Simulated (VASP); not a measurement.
# C (P6/mmm) in VASP: further runs

The runs below take C through single point, with PBE+D3(BJ).

Program: VASP 6.6.1. These are calculated values, not measurements. Logs are shortened: lines on timing, memory, paths and dates and some standing lists are left out, and cuts for length are marked.

**1. The cell of the first run**

The structure is hexagonal, space group P6/mmm (No. 191). Conventional cell: a = 2.602 Å, b = 2.602 Å, c = 3.201 Å, α = 90.00°, β = 90.00°, γ = 120.00°. C (site symmetry -6m2) has 3 C at 1.50 Å within 2.0 Å.

**2. Single point, PBE+D3(BJ)**

Input file INCAR:

```
  ALGO = Normal
  EDIFF = 1E-6
  ENCUT = 520
  GGA = PE
  ISIF = 2
  ISMEAR = 0
  IVDW = 12
  LASPH = T
  LCHARG = F
  LREAL = F
  LWAVE = F
  NBANDS = 11
  NELM = 100
  PREC = Accurate
  SIGMA = 0.15
```

Input file KPOINTS:

```
k-points
0
Gamma
  30 30 18
```

Input file POSCAR:

```
C
1.0
    2.6019431861      0.0000000000      0.0000000000
   -1.3009715931      2.2533488984      0.0000000000
    0.0000000000      0.0000000000      3.2011127032
C
2
Direct
    0.3333333333      0.6666666667      0.0000000000
    0.6666666667      0.3333333333      0.0000000000
```

Potentials or basis: VASP PAW PBE potentials, release 64 (C).

Run with:

```sh
cat potpaw_PBE.64/C/POTCAR > POTCAR
mpirun -np 1 vasp_std > vasp.out
```

OUTCAR:

```text
EDIFF = 1E-6
   ENCUT = 520
   GGA = PE
   ISIF = 2
   ISMEAR = 0
   IVDW = 12
   LASPH = T
   LREAL = F
   NELM = 100
   PREC = Accurate
 IVDW          = 12

 ion  position               nearest neighbor table
   1  0.333  0.667  0.000-   2 1.50   2 1.50   2 1.50
   2  0.667  0.333  0.000-   1 1.50   1 1.50   1 1.50

  LATTYP: Found a hexagonal cell.
 ALAT       =     2.6019431861
 C/A-ratio  =     1.2302777095

  Lattice vectors:

 A1 = (   2.6019431861,   0.0000000000,   0.0000000000)
 A2 = (  -1.3009715931,   2.2533488984,   0.0000000000)
 A3 = (   0.0000000000,   0.0000000000,   3.2011127032)

Analysis of symmetry for initial positions (statically):
=====================================================================
 Subroutine PRICEL returns:
 Original cell was already a primitive cell.

 Routine SETGRP: Setting up the symmetry group for a
 hexagonal supercell.

 Subroutine GETGRP returns: Found 24 space group operations
 (whereof 24 operations were pure point group operations)
 out of a pool of 24 trial point group operations.

The static configuration has the point symmetry D_6h.

Analysis of symmetry for dynamics (positions and initial velocities):
=====================================================================
 Subroutine PRICEL returns:
 Original cell was already a primitive cell.

 Routine SETGRP: Setting up the symmetry group for a
 hexagonal supercell.

 Subroutine GETGRP returns: Found 24 space group operations
 (whereof 24 operations were pure point group operations)
 out of a pool of 24 trial point group operations.

The dynamic configuration has the point symmetry D_6h.

 Subroutine INISYM returns: Found 24 space group operations
 (whereof 24 operations are pure point group operations),
 and found     1 'primitive' translations

----------------------------------------------------------------------------------------

                                     Primitive cell

  volume of cell :      18.7684

  direct lattice vectors                    reciprocal lattice vectors
     2.601943186  0.000000000  0.000000000     0.384328146  0.221891958  0.000000000
    -1.300971593  2.253348898  0.000000000     0.000000000  0.443783917  0.000000000
     0.000000000  0.000000000  3.201112703     0.000000000  0.000000000  0.312391375

  length of vectors
     2.601943186  2.601943186  3.201112703     0.443783917  0.443783917  0.312391375

  position of ions in fractional coordinates (direct lattice)
     0.333333333  0.666666667  0.000000000
     0.666666667  0.333333333  0.000000000

  ion indices of the primitive-cell ions
   primitive index   ion index
                 1           1
                 2           2

----------------------------------------------------------------------------------------

 KPOINTS: k-points

Automatic generation of k-mesh.
 Grid dimensions read from file:
 generate k-points for:   30   30   18

 Generating k-lattice:

  Cartesian coordinates                     Fractional coordinates (reciprocal lattice)
     0.012810938  0.007396399  0.000000000     0.033333333  0.000000000  0.000000000
     0.000000000  0.014792797  0.000000000     0.000000000  0.033333333  0.000000000
     0.000000000  0.000000000  0.017355076     0.000000000  0.000000000  0.055555556

  Length of vectors
     0.014792797  0.014792797  0.017355076

  Shift w.r.t. Gamma in fractional coordinates (k-lattice)
     0.000000000  0.000000000  0.000000000

 Subroutine IBZKPT returns following result:
 ===========================================

 Found    910 irreducible k-points:

 Following reciprocal coordinates:
            Coordinates               Weight
  0.000000  0.000000  0.000000      1.000000
  0.033333  0.000000  0.000000      6.000000
  0.066667  0.000000  0.000000      6.000000
  0.100000  0.000000  0.000000      6.000000
  0.133333  0.000000  0.000000      6.000000
  0.166667  0.000000  0.000000      6.000000
[... 16 lines left out ...]
  0.233333  0.033333  0.000000     12.000000
  0.266667  0.033333  0.000000     12.000000
 [... further k-points ...]
   k-points           NKPTS =    910   k-points in BZ     NKDIM =    910   number of bands    NBANDS=     11
   number of dos      NEDOS =    301   number of ions     NIONS =      2
   total plane-waves  NPLWV =   9600
   dimension x,y,z NGX =    20 NGY =   20 NGZ =   24
   dimension x,y,z NGXF=    40 NGYF=   40 NGZF=   48
   ions per type =               2
   NGX,Y,Z   is equivalent  to a cutoff of  12.78, 12.78, 12.46 a.u.
   NGXF,Y,Z  is equivalent  to a cutoff of  25.56, 25.56, 24.93 a.u.
 SYSTEM =  unknown system
   PREC   = accura    normal or accurate (medium, high low for compatibility)
   ISTART =      0    job   : 0-new  1-cont  2-samecut
   ICHARG =      2    charge: 1-file 2-atom 10-const
   ISPIN  =      1    spin polarized calculation?
   LNONCOLLINEAR =      F non collinear calculations
   LSORBIT =      F    spin-orbit coupling
   LASPH  =      T    aspherical Exc in radial PAW
   ENCUT  =  520.0 eV  38.22 Ry    6.18 a.u.   4.84  4.84  5.95*2*pi/ulx,y,z
   NELM   =    100;   NELMIN=  2; NELMDL= -5     # of ELM steps
   EDIFF  = 0.1E-05   stopping-criterion for ELM
   LREAL  =      F    real-space projection
   EDIFFG = 0.1E-04   stopping-criterion for IOM
   NSW    =      0    number of steps for IOM
   IBRION =     -1    ionic relax: 0-MD 1-quasi-New 2-CG
   NFREE  =      0    steps in history (QN), initial steepest desc. (CG)
   ISIF   =      2    stress and relaxation
   ISYM   =      2    0-nonsym 1-usesym 2-fastsym
   POTIM  = 0.5000    time-step for ionic-motion
   TEBEG  =    0.0;   TEEND  =   0.0 temperature during run
   PSTRESS=    0.0 pullay stress
   NELECT =       8.0000    total number of electrons
   NUPDOWN=      -1.0000    fix difference up-down
   EMIN   =  10.00;   EMAX   =-10.00  energy-range for DOS
   EFERMI =   0.00;   METHOD = LEGACY
   ISMEAR =     0;   SIGMA  =   0.15  broadening in eV -4-tet -1-fermi 0-gaus
   EFERMI_NEDOS =   21; number of points for ismear=-14 and -15
   IALGO  =     38    algorithm
   IMIX   =      4    mixing-type and parameters
     AMIX     =   0.40;   BMIX     =  1.00
     AMIX_MAG =   1.60;   BMIX_MAG =  1.00
  volume/ion in A,a.u.               =       9.38        63.33
  Fermi-wavevector in a.u.,A,eV,Ry     =   1.232052  2.328241 20.652997  1.517952
  Thomas-Fermi vector in A             =   2.366837
   LORBIT       =      0    0 simple, 1 ext, 2 COOP (PROOUT), +10 PAW based schemes
   GGA     = PE    functional components
   LHFCALC =     F    Hartree Fock is set to
   AEXX    =    0.0000 exact exchange contribution
   IVDW    =    12    specifies the selected vdW correction
   LEPSILON=     F    determine dielectric tensor
   LRPA    =     F    only Hartree local field effects (RPA)
 non-spin polarized calculation
 Gauss-broadening in eV      SIGMA  =   0.15
  energy-cutoff  :      520.00
  volume of cell :       18.77
 maximum number of plane-waves:       534
 NGX is ok and might be reduce to    20

 number of electron       7.9999999 magnetization

 Free energy of the ion-electron system (eV)
  ---------------------------------------------------
  ext. energy  EPLUGINS =         0.00000000
  ---------------------------------------------------
  free energy    TOTEN  =       -17.99132483 eV

  energy without entropy =      -17.99006844  energy(sigma->0) =      -17.99069663

 E-fermi :   4.2123     XC(G=0): -10.2766

 val. band max:        4.2041292048   @ k =   0.3333   0.2667   0.0556
 cond. band min:       4.2204976898   @ k =   0.3333   0.2667   0.5000
 fundamental gap:      0.0163684850
 Fermi energy:         4.2123488467

 k-point     1 :       0.0000    0.0000    0.0000
  band No.  band energies     occupation
      1     -14.3013      2.00000
      2      -0.9713      2.00000
      3       1.1045      2.00000
      4       1.1045      2.00000
      5       9.5315      0.00000
      6      11.4245      0.00000
      7      11.4245      0.00000
      8      12.9926      0.00000
      9      14.1357      0.00000
     10      24.1399      0.00000
     11      31.2919      0.00000

 k-point     2 :       0.0333    0.0000    0.0000
  band No.  band energies     occupation
      1     -14.2772      2.00000
      2      -0.9453      2.00000
      3       0.9982      2.00000
      4       1.0557      2.00000
      5       9.5594      0.00000
      6      11.4336      0.00000
      7      11.5225      0.00000
      8      13.0490      0.00000
      9      14.0700      0.00000
     10      24.2114      0.00000
     11      31.1427      0.00000

 k-point     3 :       0.0667    0.0000    0.0000
  band No.  band energies     occupation
      1     -14.2048      2.00000
      2      -0.8675      2.00000
      3       0.6914      2.00000
      4       0.9157      2.00000
      5       9.6430      0.00000
      6      11.4358      0.00000
      7      11.8095      0.00000
      8      13.2343      0.00000
      9      13.8754      0.00000
     10      24.4160      0.00000
     11      30.6481      0.00000

 k-point     4 :       0.1000    0.0000    0.0000
  band No.  band energies     occupation
      1     -14.0844      2.00000
      2      -0.7384      2.00000
      3       0.2155      2.00000
      4       0.7014      2.00000
      5       9.7823      0.00000
      6      11.3895      0.00000
      7      12.2670      0.00000
      8      13.5613      0.00000
      9      13.5690      0.00000
     10      24.7227      0.00000
     11      29.8789      0.00000
[... 239 lines left out ...]
 k-point    22 :       0.2000    0.0333    0.0000
  band No.  band energies     occupation
      1     -13.2714      2.00000
      2      -2.2570      2.00000
      3      -0.3959      2.00000
      4       0.1219      2.00000
      5      10.6605      0.00000
      6      11.0212      0.00000
      7      11.7039      0.00000
      8      14.5316      0.00000
      9      15.8627      0.00000
     10      25.4460      0.00000
     11      26.6693      0.00000

 k-point    23 :       0.2333    0.0333    0.0000
  band No.  band energies     occupation
      1     -12.9400      2.00000
      2      -3.0588      2.00000
      3      -0.6981      2.00000
      4       0.4654      2.00000
      5      10.6764      0.00000
      6      11.0502      0.00000
      7      11.2013      0.00000
      8      15.3394      0.00000
      9      16.5946      0.00000
     10      25.0264      0.00000
     11      25.9309      0.00000

 k-point    24 :       0.2667    0.0333    0.0000
  band No.  band energies     occupation
      1     -12.5640      2.00000
      2      -3.8723      2.00000
      3      -0.9785      2.00000
      4       0.8488      2.00000
      5      10.3671      0.00000
      6      10.5180      0.00000
      7      11.6161      0.00000
      8      16.1215      0.00000
      9      17.3292      0.00000
     10      24.3870      0.00000
     11      25.2786      0.00000

 [... further k-points ...]

------------------------ aborting loop because EDIFF is reached ----------------------------------------

 Edisp (eV)   -0.31087

 E8    (eV) :    -0.0887

  FORCE on cell =-STRESS in cart. coord.  units (eV):
  Direction    XX          YY          ZZ          XY          YZ          ZX
  --------------------------------------------------------------------------------------
  -------------------------------------------------------------------------------------
  Total      -6.73997    -6.73997     0.80105     0.00000     0.00000     0.00000
  in kB    -575.36214  -575.36214    68.38189     0.00000     0.00000     0.00000
  external pressure =     -360.78 kB  Pullay stress =        0.00 kB

 VOLUME and BASIS-vectors are now :
 -----------------------------------------------------------------------------
  energy-cutoff  :      520.00
  volume of cell :       18.77
      direct lattice vectors                 reciprocal lattice vectors
     2.601943186  0.000000000  0.000000000     0.384328146  0.221891958  0.000000000
    -1.300971593  2.253348898  0.000000000     0.000000000  0.443783917  0.000000000
     0.000000000  0.000000000  3.201112703     0.000000000  0.000000000  0.312391375

 POSITION                                       TOTAL-FORCE (eV/Angst)
 -----------------------------------------------------------------------------------
     -0.00000      1.50223      0.00000        -0.000000      0.000000     -0.000000
      1.30097      0.75112      0.00000         0.000000     -0.000000      0.000000
 -----------------------------------------------------------------------------------
    total drift:                                0.000000     -0.000000     -0.000000

  FREE ENERGIE OF THE ION-ELECTRON SYSTEM (eV)
  ---------------------------------------------------
  free  energy   TOTEN  =       -18.3021940234 eV

  energy  without entropy=      -18.3009376348  energy(sigma->0) =      -18.30156583
```

Wall time 47 s (1 thread of AMD EPYC 9R45 (Zen 5), shared host); peak memory 0.23 GiB.

What came out:

```yaml
Free_energy: -18.3022 eV
Pressure: -36.1 GPa
Band_gap_on_the_k_mesh: zero (bands 4 and 5 overlap by 1.87 eV)
Dispersion_energy_per_atom: -0.155 eV
```

Levels at points of the mesh, in eV from the Fermi level:
```
           k point  band 1  band 2  band 3  band 4  band 5  band 6  band 7  band 8
(0.00, 0.00, 0.00)  -18.51   -5.18   -3.11   -3.11    5.32    7.21    7.21    8.78
(0.50, 0.00, 0.00)  -13.90  -12.43   -6.03   -1.03    2.75    5.57   11.16   11.47
(0.00, 0.00, 0.50)  -18.05   -7.81   -3.03   -3.03    7.40    7.40    9.23    9.33
(0.50, 0.00, 0.50)  -13.54  -12.12   -5.92   -3.04    0.52    6.12   12.55   16.98
```

Caveat: the cell stands under tension.

**3. Single point, PBE+D3(BJ)**

This run uses another cell than the first one, of the same volume but with other edges.

Edit INCAR of step 2 so:

```diff
@@ -12,3 +12,3 @@
   NBANDS = 11
-  NELM = 100
+  NELM = 60
   PREC = Accurate
```

KPOINTS is that of step 2.

Input file POSCAR:

```
C
1.0
    2.3194073869      0.0000000000      0.0000000000
   -1.1597036935      2.0086657188      0.0000000000
    0.0000000000      0.0000000000      4.0284920574
C
2
Direct
    0.3333333333      0.6666666667      0.0000000000
    0.6666666667      0.3333333333      0.0000000000
```

Potentials or basis: VASP PAW PBE potentials, release 64 (C).

Run with:

```sh
cat potpaw_PBE.64/C/POTCAR > POTCAR
mpirun -np 1 vasp_std > vasp.out
```

Run time: 55 s. Hardware: 1 thread of AMD EPYC 9R45 (Zen 5), shared host; peak memory 0.23 GiB.

It converged, with:

* Free energy: -18.1051 eV
* Pressure: 55.8 GPa
* Band gap on the k mesh: zero (bands 4 and 5 overlap by 0.36 eV)
* Dispersion energy per atom: -0.116 eV

Stress tensor (GPa, compression positive):
```
84.59  0.00  0.00
 0.00 84.59  0.00
 0.00  0.00 -1.81
```

Levels at points of the mesh, in eV from the Fermi level:
```csv
k point,band 1,band 2,band 3,band 4,band 5,band 6,band 7,band 8
"(0.00, 0.00, 0.00)",-21.07,-8.62,-2.92,-2.92,2.57,9.59,9.59,13.87
"(0.50, 0.00, 0.00)",-14.91,-14.49,-6.92,-2.55,2.07,9.23,11.02,11.28
"(0.00, 0.00, 0.50)",-21.01,-9.24,-2.92,-2.92,6.43,9.60,9.60,10.98
"(0.50, 0.00, 0.50)",-14.88,-14.47,-6.92,-2.93,1.43,9.32,13.54,14.77
```

Caveat: the cell stands under pressure.

[end of part 1 of 3]
